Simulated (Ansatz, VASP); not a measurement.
**One calculation of Ta4C3, two programs**

INCAR

```
SYSTEM = Ta4C3
ALGO = Normal
EDIFF = 1E-6
ENCUT = 520
GGA = PS
ISIF = 2
ISMEAR = 0
LASPH = .True.
LCHARG = .False.
LREAL = .False.
LWAVE = .False.
NBANDS = 37
NELM = 80
PREC = Accurate
SIGMA = 0.15
```

Contents of KPOINTS:

```
k-points
0
Gamma
  10 10 10
  0 0 0
```

Contents of POSCAR:

```
Ta4C3
1.0
    4.4026022057      0.0000000000      0.0000000000
    0.0000000000      4.4026022057      0.0000000000
    0.0000000000      0.0000000000      4.0503940292
Ta C
4 3
Direct
    0.0000000000      0.5000000000      0.5000000000
    0.5000000000      0.0000000000      0.5000000000
    0.5000000000      0.5000000000      0.0000000000
    0.0000000000      0.0000000000      0.0000000000
    0.5000000000      0.0000000000      0.0000000000
    0.0000000000      0.5000000000      0.0000000000
    0.0000000000      0.0000000000      0.5000000000
```

Input for Ansatz:

```yaml
crystal:
  lattice:
    - [4.4026022057, 0.0, 0.0]
    - [0.0, 4.4026022057, 0.0]
    - [0.0, 0.0, 4.0503940292]
  atoms:
    - { symbol: Ta, position: [0.0, 0.5, 0.5] }
    - { symbol: Ta, position: [0.5, 0.0, 0.5] }
    - { symbol: Ta, position: [0.5, 0.5, 0.0] }
    - { symbol: Ta, position: [0.0, 0.0, 0.0] }
    - { symbol: C, position: [0.5, 0.0, 0.0] }
    - { symbol: C, position: [0.0, 0.5, 0.0] }
    - { symbol: C, position: [0.0, 0.0, 0.5] }
basis:
  ecutwfc: 420
kpoints:
  mp_grid: { grid: [10, 10, 10] }
hamiltonian:
  xc: pbesol
scf:
  occupations: { method: gaussian, width: 0.15 }
output:
  forces: true
  stress: true
  eigenvalues: true
```

Change from the starting cell: strain +0.000 along x and y, -0.080 along z, atoms carried along.

Alike in both runs: task single point; functional PBEsol; k mesh 10 × 10 × 10; occupations gaussian, width 0.15 eV; no spin polarisation.

```csv
,VASP,Ansatz
version,VASP 6.6.1,Ansatz 0.2.0
potentials or method,"VASP PAW PBE potentials, release 64 (Ta_pv, C), cutoff 520 eV","scalar-relativistic, plane waves, PAW"
valence electrons in the cell,56,64
```

Ansatz gave:

| Property | Result |
| --- | --- |
| gap on the k mesh at the Fermi level (eV) | none |
| pressure (GPa) | 35.3 |
| traceless stress, the component that is largest in VASP (GPa) | 38.21 |

Q: What did VASP give for the same quantities?

A: gap on the k mesh at the Fermi level (eV): none; pressure (GPa): 36.4; traceless stress, the component that is largest in VASP (GPa): 38.56.

VASP's potentials were made for PBE, not for PBEsol. A gap of «none» marks a metal or a gap that the smearing closes. Both programs put the cell under a high pressure, so it lies far from rest at this level. VASP's potentials hold 56 valence electrons a cell and Ansatz's 64, so a difference there can come from the potentials and not from the codes.

Neither program's run includes spin-orbit coupling.
